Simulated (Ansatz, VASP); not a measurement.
## Sc2GaN in VASP and in Ansatz

```
Sc Ga N
1.0
     4.25828    0.00000    0.00000
     0.00000    4.25828    0.00000
     0.00000    0.00000    8.96976
Sc Ga N
4 2 2
Direct
  0.00000 0.00000 0.31668
  0.00000 0.00000 0.68332
  0.50000 0.50000 0.68332
  0.50000 0.50000 0.31668
  0.00000 0.00000 0.00000
  0.50000 0.50000 0.00000
  0.00000 0.50000 0.36516
  0.50000 0.00000 0.63484
```

Alike in both runs: task single point; functional PBE; k mesh 4 × 4 × 2; occupations gaussian, width 0.1 eV; no spin polarisation.

|  | VASP | Ansatz |
| --- | --- | --- |
| version | VASP 6.6.1 | Ansatz 0.2.0 |
| potentials or method | VASP PAW PBE potentials, release 64 (Sc_sv, Ga_d, N), cutoff 520 eV | scalar-relativistic, plane waves, PAW |
| valence electrons in the cell | 80 | 80 |

|  | VASP | Ansatz | Ansatz less VASP |
| --- | --- | --- | --- |
| gap on the k mesh at the Fermi level (eV) | none | none | - |
| pressure (GPa) | -2.8 | -3.1 | -0.24 |
| traceless stress, the component that is largest in VASP (GPa) | 3.42 | 3.63 | +0.209 |
| rms of the force components (eV/Å) | 0.113 | 0.102 | -0.0118 |

Atom by atom the forces differ by 0.012 eV/Å (rms over components). A gap of «none» marks a metal or a gap that the smearing closes.

The k mesh is coarse, so the values compare programs but aren't converged.
